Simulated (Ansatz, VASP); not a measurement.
**Two plane-wave programs on InSe**

```xyz
8
Lattice="5.9210 0.0000 0.0000 0.0000 5.9210 0.0000 0.0000 0.0000 5.9210" Properties=species:S:1:pos:R:3 pbc="T T T"
In    1.4778    1.4778    1.4778
In    1.4827    4.4432    4.4383
In    4.4383    1.4827    4.4432
In    4.4432    4.4383    1.4827
Se    4.4399    4.4399    4.4399
Se    4.4416    1.4811    1.4794
Se    1.4794    4.4416    1.4811
Se    1.4811    1.4794    4.4416
```

Alike in both runs: functional PBE; k mesh 6 × 6 × 6; occupations gaussian, width 0.1 eV; no spin polarisation.

Ansatz relaxed the structure, and its values are those at the end. VASP's run is a single point on that final structure, the one shown.

|  | VASP | Ansatz |
| --- | --- | --- |
| version | VASP 6.6.1 | Ansatz 0.2.0 |
| potentials or method | VASP PAW PBE potentials, release 64 (In_d, Se), cutoff 520 eV | scalar-relativistic, plane waves, PAW |
| valence electrons in the cell | 76 | 116 |

|  | VASP | Ansatz | Ansatz less VASP |
| --- | --- | --- | --- |
| gap on the k mesh at the Fermi level (eV) | none | none | - |
| pressure (GPa) | 0.0 | 0.0 | -0.01 |
| rms of the force components (eV/Å) | 0.005 | 0.005 | -0.0001 |

A gap of «none» marks a metal or a gap that the smearing closes. With one functional, cell and mesh, what is left measures potentials, basis and numerics. VASP's potentials hold 76 valence electrons a cell and Ansatz's 116, so a difference there can come from the potentials and not from the codes.
